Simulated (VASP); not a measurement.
# Cu (I4/mmm) in VASP: notebook, part 2 of 2

VASP 6.6.1.

## 4. Single point, PBE

This run uses another cell than the first one, of 12.81 Å³/atom, 1.017 times its volume.

INCAR reads:

```
SYSTEM = Cu
  PREC = Accurate
  ENCUT = 520
  EDIFF = 1E-6
  ISMEAR = 0
  SIGMA = 0.15
  LREAL = .FALSE.
  LASPH = .TRUE.
  NELM = 80
  ALGO = Normal
  ISIF = 2
  LWAVE = .FALSE.
  LCHARG = .TRUE.
  GGA = PE
  LELF = .TRUE.
  LVHAR = .TRUE.
  NBANDS = 12
```

KPOINTS reads:

```
Automatic mesh
0
G
  22 22 22
  0 0 0
```

POSCAR reads:

```
Cu
1.0
   -1.4978000000      1.4978000000      1.4280500000
    1.4978000000     -1.4978000000      1.4280500000
    1.4978000000      1.4978000000     -1.4280500000
Cu
1
Direct
    0.0000000000      0.0000000000      0.0000000000
```

Potentials or basis: VASP PAW PBE potentials, release 64 (Cu).

Launch:

```bash
> cat potpaw_PBE.64/Cu/POTCAR > POTCAR
> mpirun -np 1 vasp_std > vasp.out
```

OUTCAR:

```text
SYSTEM = Cu
   PREC = Accurate
   ENCUT = 520
   EDIFF = 1E-6
   ISMEAR = 0
   LREAL = .FALSE.
   LASPH = .TRUE.
   NELM = 80
   ISIF = 2
   GGA = PE

 ion  position               nearest neighbor table
   1  0.000  0.000  0.000-

  LATTYP: Found a body centered tetragonal cell.
 ALAT       =     2.9956000000
 C/A-ratio  =     0.9534316998

  Lattice vectors:

 A1 = (  -1.4978000000,   1.4978000000,   1.4280500000)
 A2 = (   1.4978000000,  -1.4978000000,   1.4280500000)
 A3 = (   1.4978000000,   1.4978000000,  -1.4280500000)

Analysis of symmetry for initial positions (statically):
=====================================================================
 Subroutine PRICEL returns:
 Original cell was already a primitive cell.

 Routine SETGRP: Setting up the symmetry group for a
 body centered tetragonal supercell.

 Subroutine GETGRP returns: Found 16 space group operations
 (whereof 16 operations were pure point group operations)
 out of a pool of 16 trial point group operations.

The static configuration has the point symmetry D_4h.

Analysis of symmetry for dynamics (positions and initial velocities):
=====================================================================
 Subroutine PRICEL returns:
 Original cell was already a primitive cell.

 Routine SETGRP: Setting up the symmetry group for a
 body centered tetragonal supercell.

 Subroutine GETGRP returns: Found 16 space group operations
 (whereof 16 operations were pure point group operations)
 out of a pool of 16 trial point group operations.

The dynamic configuration has the point symmetry D_4h.

 Subroutine INISYM returns: Found 16 space group operations
 (whereof 16 operations are pure point group operations),
 and found     1 'primitive' translations

----------------------------------------------------------------------------------------

                                     Primitive cell

  volume of cell :      12.8148

  direct lattice vectors                    reciprocal lattice vectors
    -1.497800000  1.497800000  1.428050000     0.000000000  0.333822940  0.350127797
     1.497800000 -1.497800000  1.428050000     0.333822940  0.000000000  0.350127797
     1.497800000  1.497800000 -1.428050000     0.333822940  0.333822940  0.000000000

  length of vectors
     2.554630400  2.554630400  2.554630400     0.483763609  0.483763609  0.472096930

  position of ions in fractional coordinates (direct lattice)
     0.000000000  0.000000000  0.000000000

  ion indices of the primitive-cell ions
   primitive index   ion index
                 1           1

----------------------------------------------------------------------------------------

 KPOINTS: Automatic mesh

Automatic generation of k-mesh.
 Grid dimensions read from file:
 generate k-points for:   22   22   22

 Generating k-lattice:

  Cartesian coordinates                     Fractional coordinates (reciprocal lattice)
     0.000000000  0.015173770  0.015914900     0.045454545  0.000000000 -0.000000000
     0.015173770  0.000000000  0.015914900     0.000000000  0.045454545 -0.000000000
     0.015173770  0.015173770  0.000000000     0.000000000  0.000000000  0.045454545

  Length of vectors
     0.021989255  0.021989255  0.021458951

  Shift w.r.t. Gamma in fractional coordinates (k-lattice)
     0.000000000  0.000000000  0.000000000

 Subroutine IBZKPT returns following result:
 ===========================================

 Found    834 irreducible k-points:

 Following reciprocal coordinates:
            Coordinates               Weight
  0.000000  0.000000  0.000000      1.000000
  0.045455 -0.000000  0.000000      8.000000
  0.090909 -0.000000  0.000000      8.000000
  0.136364  0.000000  0.000000      8.000000
  0.181818 -0.000000  0.000000      8.000000
  0.227273  0.000000 -0.000000      8.000000
[... 16 lines left out ...]
  0.500000  0.045455 -0.000000     16.000000
 -0.454545  0.045455  0.000000     16.000000
 [... further k-points ...]
   k-points           NKPTS =    834   k-points in BZ     NKDIM =    834   number of bands    NBANDS=     12
   number of dos      NEDOS =    301   number of ions     NIONS =      1
   total plane-waves  NPLWV =   8000
   dimension x,y,z NGX =    20 NGY =   20 NGZ =   20
   dimension x,y,z NGXF=    40 NGYF=   40 NGZF=   40
   ions per type =               1
   NGX,Y,Z   is equivalent  to a cutoff of  13.02, 13.02, 13.02 a.u.
   NGXF,Y,Z  is equivalent  to a cutoff of  26.03, 26.03, 26.03 a.u.
 SYSTEM =  Cu
   PREC   = accura    normal or accurate (medium, high low for compatibility)
   ISTART =      0    job   : 0-new  1-cont  2-samecut
   ICHARG =      2    charge: 1-file 2-atom 10-const
   ISPIN  =      1    spin polarized calculation?
   LNONCOLLINEAR =      F non collinear calculations
   LSORBIT =      F    spin-orbit coupling
   LASPH  =      T    aspherical Exc in radial PAW
   ENCUT  =  520.0 eV  38.22 Ry    6.18 a.u.   4.75  4.75  4.75*2*pi/ulx,y,z
   NELM   =     80;   NELMIN=  2; NELMDL= -5     # of ELM steps
   EDIFF  = 0.1E-05   stopping-criterion for ELM
   LREAL  =      F    real-space projection
   EDIFFG = 0.1E-04   stopping-criterion for IOM
   NSW    =      0    number of steps for IOM
   IBRION =     -1    ionic relax: 0-MD 1-quasi-New 2-CG
   NFREE  =      0    steps in history (QN), initial steepest desc. (CG)
   ISIF   =      2    stress and relaxation
   ISYM   =      2    0-nonsym 1-usesym 2-fastsym
   POTIM  = 0.5000    time-step for ionic-motion
   TEBEG  =    0.0;   TEEND  =   0.0 temperature during run
   PSTRESS=    0.0 pullay stress
   NELECT =      11.0000    total number of electrons
   NUPDOWN=      -1.0000    fix difference up-down
   EMIN   =  10.00;   EMAX   =-10.00  energy-range for DOS
   EFERMI =   0.00;   METHOD = LEGACY
   ISMEAR =     0;   SIGMA  =   0.15  broadening in eV -4-tet -1-fermi 0-gaus
   EFERMI_NEDOS =   21; number of points for ismear=-14 and -15
   IALGO  =     38    algorithm
   IMIX   =      4    mixing-type and parameters
     AMIX     =   0.40;   BMIX     =  1.00
     AMIX_MAG =   1.60;   BMIX_MAG =  1.00
  volume/ion in A,a.u.               =      12.81        86.48
  Fermi-wavevector in a.u.,A,eV,Ry     =   1.555854  2.940137 32.935353  2.420680
  Thomas-Fermi vector in A             =   2.659734
   LORBIT       =      0    0 simple, 1 ext, 2 COOP (PROOUT), +10 PAW based schemes
   GGA     = PE    functional components
   LHFCALC =     F    Hartree Fock is set to
   AEXX    =    0.0000 exact exchange contribution
   IVDW    =     0    specifies the selected vdW correction
   LEPSILON=     F    determine dielectric tensor
   LRPA    =     F    only Hartree local field effects (RPA)
 non-spin polarized calculation
 Gauss-broadening in eV      SIGMA  =   0.15
  energy-cutoff  :      520.00
  volume of cell :       12.81
 maximum number of plane-waves:       362
   NGX =  9   NGY =  9   NGZ =  9

 number of electron      11.0000007 magnetization

 Free energy of the ion-electron system (eV)
  ---------------------------------------------------
  ext. energy  EPLUGINS =         0.00000000
  ---------------------------------------------------
  free energy    TOTEN  =        -3.67603963 eV

  energy without entropy =       -3.67131433  energy(sigma->0) =       -3.67367698

 E-fermi :   6.6175     XC(G=0): -12.2600

 val. band max:        6.6151747342   @ k =  -0.0909   0.4545   0.0909
 cond. band min:       6.6285185879   @ k =   0.2273   0.1818   0.0909
 fundamental gap:      0.0133438537
 Fermi energy:         6.6175367023

 k-point     1 :       0.0000    0.0000    0.0000
  band No.  band energies     occupation
      1      -2.1254      2.00000
      2       3.6543      2.00000
      3       3.8193      2.00000
      4       3.8193      2.00000
      5       4.5579      2.00000
      6       4.7329      2.00000
      7      30.3552      0.00000
      8      30.3552      0.00000
      9      31.5986      0.00000
     10      33.1044      0.00000
     11      33.1044      0.00000
     12      33.8737      0.00000
[... 331 lines left out ...]
 k-point    24 :      -0.4545    0.0455    0.0000
  band No.  band energies     occupation
      1       2.0065      2.00000
      2       3.1077      2.00000
      3       4.6301      2.00000
      4       4.6823      2.00000
      5       5.0413      2.00000
      6       5.8044      2.00000
      7      12.0388      0.00000
      8      22.2092      0.00000
      9      23.1645      0.00000
     10      27.2836      0.00000
     11      29.7549      0.00000
     12      39.0597      0.00000

 [... further k-points ...]
[... 5 lines left out ...]
  --------------------------------------------------------------------------------------
  -------------------------------------------------------------------------------------
  Total       -0.5486412     -0.5486412     -0.5885114      0.0000000     -0.0000000     -0.0000000
  in kB      -68.5942838    -68.5942838    -73.5790942      0.0000000     -0.0000000     -0.0000000
  external PRESSURE =     -70.2558873 kB  Pullay stress =       0.0000000 kB

 VOLUME and BASIS-vectors are now :
 -----------------------------------------------------------------------------
  energy-cutoff  :      520.00
  volume of cell :       12.81
      direct lattice vectors                 reciprocal lattice vectors
    -1.497800000  1.497800000  1.428050000     0.000000000  0.333822940  0.350127797
     1.497800000 -1.497800000  1.428050000     0.333822940  0.000000000  0.350127797
     1.497800000  1.497800000 -1.428050000     0.333822940  0.333822940  0.000000000

 POSITION                                       TOTAL-FORCE (eV/Angst)
 -----------------------------------------------------------------------------------
      0.00000      0.00000      0.00000         0.000000      0.000000     -0.000000
 -----------------------------------------------------------------------------------
    total drift:                                0.000000     -0.000000      0.000000

  FREE ENERGIE OF THE ION-ELECTRON SYSTEM (eV)
  ---------------------------------------------------
  free  energy   TOTEN  =        -3.6760396347 eV

  energy  without entropy=       -3.6713143305  energy(sigma->0) =       -3.67367698
```

Wall time 55 s (1 thread of AMD EPYC 9R45 (Zen 5), shared host); peak memory 0.2 GiB.

Results:

```yaml
Free_energy: -3.6760 eV
Pressure: -7.0 GPa
```

Stress tensor (GPa, compression positive):
```
-6.86  0.00  0.00
 0.00 -6.86  0.00
 0.00  0.00 -7.36
```

Levels at points of the mesh, in eV from the Fermi level:
```tsv
k point	band 3	band 4	band 5	band 6	band 7	band 8	band 9	band 10
(0.00, 0.00, 0.00)	-2.80	-2.80	-2.06	-1.88	23.74	23.74	24.98	26.49
(0.50, 0.00, 0.00)	-1.99	-1.80	-1.32	-0.26	4.10	16.15	16.43	20.03
(0.50, 0.50, 0.00)	-2.13	-1.92	-1.34	-0.60	3.61	17.46	17.66	21.14
(0.50, 0.50, 0.50)	-1.48	-1.48	-1.44	7.29	7.29	9.01	12.56	12.96
```

## 5. Single point, PBE

This run uses another cell than the first one, of 13.02 Å³/atom, 1.034 times its volume.

INCAR reads:

```
ALGO = Fast ; EDIFF = 1E-6
ENCUT = 520 ; GGA = PE
ISIF = 2 ; ISMEAR = 0
LASPH = T ; LCHARG = F
LREAL = F ; LWAVE = F
NBANDS = 12 ; NELM = 60
PREC = Accurate ; SIGMA = 0.15
```

KPOINTS reads:

```
k-points
0
Gamma
  22 22 22
```

POSCAR reads:

```
Cu
1.0
   -1.4978000000      1.4978000000      1.4511000000
    1.4978000000     -1.4978000000      1.4511000000
    1.4978000000      1.4978000000     -1.4511000000
Cu
1
Direct
    0.0000000000      0.0000000000      0.0000000000
```

Potentials or basis: VASP PAW PBE potentials, release 64 (Cu).

Launch:

```bash
> cat potpaw_PBE.64/Cu/POTCAR > POTCAR
> mpirun -np 1 vasp_std > vasp.out
```

OUTCAR:

```text
EDIFF = 1E-6
   ENCUT = 520
   GGA = PE
   ISIF = 2
   ISMEAR = 0
   LASPH = T
   LREAL = F
   NELM = 60
   PREC = Accurate

 ion  position               nearest neighbor table
   1  0.000  0.000  0.000-

  LATTYP: Found a body centered tetragonal cell.
 ALAT       =     2.9956000000
 C/A-ratio  =     0.9688209374

  Lattice vectors:

 A1 = (  -1.4978000000,   1.4978000000,   1.4511000000)
 A2 = (   1.4978000000,  -1.4978000000,   1.4511000000)
 A3 = (   1.4978000000,   1.4978000000,  -1.4511000000)

Analysis of symmetry for initial positions (statically):
[... 532 lines left out ...]
      7      11.6943      0.00000
      8      22.0130      0.00000
      9      22.9365      0.00000
     10      27.0296      0.00000
     11      29.4163      0.00000
     12      38.4794      0.00000

 [... further k-points ...]
[... 5 lines left out ...]
  --------------------------------------------------------------------------------------
  -------------------------------------------------------------------------------------
  Total       -0.6852583     -0.6852583     -0.7262567      0.0000000      0.0000000      0.0000000
  in kB      -84.3140415    -84.3140415    -89.3584790      0.0000000      0.0000000      0.0000000
  external PRESSURE =     -85.9955207 kB  Pullay stress =       0.0000000 kB

 VOLUME and BASIS-vectors are now :
 -----------------------------------------------------------------------------
  energy-cutoff  :      520.00
  volume of cell :       13.02
      direct lattice vectors                 reciprocal lattice vectors
    -1.497800000  1.497800000  1.451100000     0.000000000  0.333822940  0.344566191
     1.497800000 -1.497800000  1.451100000     0.333822940  0.000000000  0.344566191
     1.497800000  1.497800000 -1.451100000     0.333822940  0.333822940  0.000000000

 POSITION                                       TOTAL-FORCE (eV/Angst)
 -----------------------------------------------------------------------------------
      0.00000      0.00000      0.00000         0.000000     -0.000000      0.000000
 -----------------------------------------------------------------------------------
    total drift:                                0.000000     -0.000000      0.000000

  FREE ENERGIE OF THE ION-ELECTRON SYSTEM (eV)
  ---------------------------------------------------
  free  energy   TOTEN  =        -3.6655195287 eV

  energy  without entropy=       -3.6603398728  energy(sigma->0) =       -3.66292970
```

OSZICAR:

```text
N       E                     dE             d eps       ncg     rms          rms(c)
DAV:   1     0.434981569224E+02    0.43498E+02   -0.54115E+03 22044   0.149E+03
DAV:   2    -0.308842911044E+01   -0.46587E+02   -0.42861E+02 20672   0.201E+02
DAV:   3    -0.450542977488E+01   -0.14170E+01   -0.14031E+01 23376   0.403E+01
DAV:   4    -0.451495257739E+01   -0.95228E-02   -0.95213E-02 22564   0.294E+00
DAV:   5    -0.451505041733E+01   -0.97840E-04   -0.97839E-04 23356   0.304E-01    0.743E+00
RMM:   6    -0.407696538146E+01    0.43809E+00   -0.34016E+00 24966   0.342E+01    0.482E+00
RMM:   7    -0.367505981354E+01    0.40191E+00   -0.55711E-01 24703   0.137E+01    0.910E-01
RMM:   8    -0.366672983385E+01    0.83300E-02   -0.99544E-03 25640   0.117E+00    0.269E-01
RMM:   9    -0.366545816046E+01    0.12717E-02   -0.27918E-03 26287   0.990E-01    0.298E-02
RMM:  10    -0.366550611692E+01   -0.47956E-04   -0.47865E-04 26846   0.300E-01    0.123E-02
RMM:  11    -0.366551811331E+01   -0.11996E-04   -0.86289E-05 27387   0.990E-02    0.100E-02
RMM:  12    -0.366551943691E+01   -0.13236E-05   -0.90268E-06 26040   0.378E-02    0.388E-03
RMM:  13    -0.366551952873E+01   -0.91817E-07   -0.22190E-06 18557   0.157E-02
   1 F= -.36655195E+01 E0= -.36629297E+01  d E =-.517966E-02
```

stdout:

```text
POSCAR found type information on POSCAR Cu
 POSCAR found :  1 types and       1 ions
 scaLAPACK will be used
 LDA part: xc-table for (Slater+PW92), standard interpolation
 POSCAR, INCAR and KPOINTS ok, starting setup
 FFT: planning ... GRIDC
 FFT: planning ... GRID_SOFT
 FFT: planning ... GRID
 WAVECAR not read
 entering main loop
WARNING in EDDRMM: call to ZHEGV failed, returncode =   6  3     11
WARNING in EDDRMM: call to ZHEGV failed, returncode =   6  3      7
WARNING in EDDRMM: call to ZHEGV failed, returncode =   8  4     10
WARNING in EDDRMM: call to ZHEGV failed, returncode =   6  3     10
```

Wall time 70 s (1 thread of AMD EPYC 9R45 (Zen 5), shared host); peak memory 0.2 GiB.

Results:

```yaml
Free_energy: -3.6655 eV
Pressure: -8.6 GPa
```

## 6. Overview

| cell | gap on the mesh (eV) | pressure (GPa) |
| --- | --- | --- |
| a = 2.539 Å, angles 109.1, 109.1, 110.3°, 1 atom | none | -5.5 |
| a = 2.542 Å, angles 107.8, 107.8, 112.9°, 1 atom | none | -5.4 |
| a = 2.555 Å, angles 108.2, 108.2, 112.0°, 1 atom | none | -7.0 |
| a = 2.568 Å, angles 108.6, 108.6, 111.2°, 1 atom | none | -8.6 |

Alike in all rows: task single point; level PBE; potentials or basis VASP PAW PBE potentials, release 64 (Cu); no spin polarisation; k mesh 22 × 22 × 22; cutoff (eV) 520; smearing gaussian 0.15 eV.

Absolute energies hang on the potentials; compare differences alone.
